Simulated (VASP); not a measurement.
A run of VASP 6.6.1:

INCAR

```
ALGO     = Normal         # electronic algorithm
EDIFF    = 1E-6           # SCF threshold, eV
ENCUT    = 910            # plane-wave cutoff, eV
GGA      = PE             # functional
GGA_COMPAT= False        
ISIF     = 2              # what is computed and relaxed
ISMEAR   = -1             # smearing method
IVDW     = 13             # dispersion correction
LASPH    = True           # aspherical terms in the spheres
LCHARG   = False          # write CHGCAR
LREAL    = False          # projectors in reciprocal space
LWAVE    = False          # write WAVECAR
NBANDS   = 16             # bands
NELM     = 120            # most SCF steps
PREC     = Accurate       # precision mode
SIGMA    = 0.05           # smearing width, eV
```

Contents of KPOINTS:

```
k-points
0
Gamma
  10 10 10
```

File POSCAR:

```
WC
1.0
    0.0000000000      2.1759266022      2.1759266022
    2.1759266022      0.0000000000      2.1759266022
    2.1759266022      2.1759266022      0.0000000000
W C
1 1
Direct
    0.0000000000      0.0000000000      0.0000000000
    0.5000000000      0.5000000000      0.5000000000
```

Potentials or basis: VASP PAW PBE potentials, release 64 (W_sv, C_h).

Launch:

```bash
$ cat potpaw_PBE.64/W_sv/POTCAR potpaw_PBE.64/C_h/POTCAR > POTCAR
$ mpirun -np 1 vasp_std > vasp.out
```

Hardware: 1 thread of AMD EPYC 9R45 (Zen 5), with other jobs on the host.

Task: Estimate the wall time of this run.

Result: Wall time 32 s on 1 thread of AMD EPYC 9R45 (Zen 5), on a shared host, peak memory 0.17 GiB. Counts: scf iterations 13, k points 47.
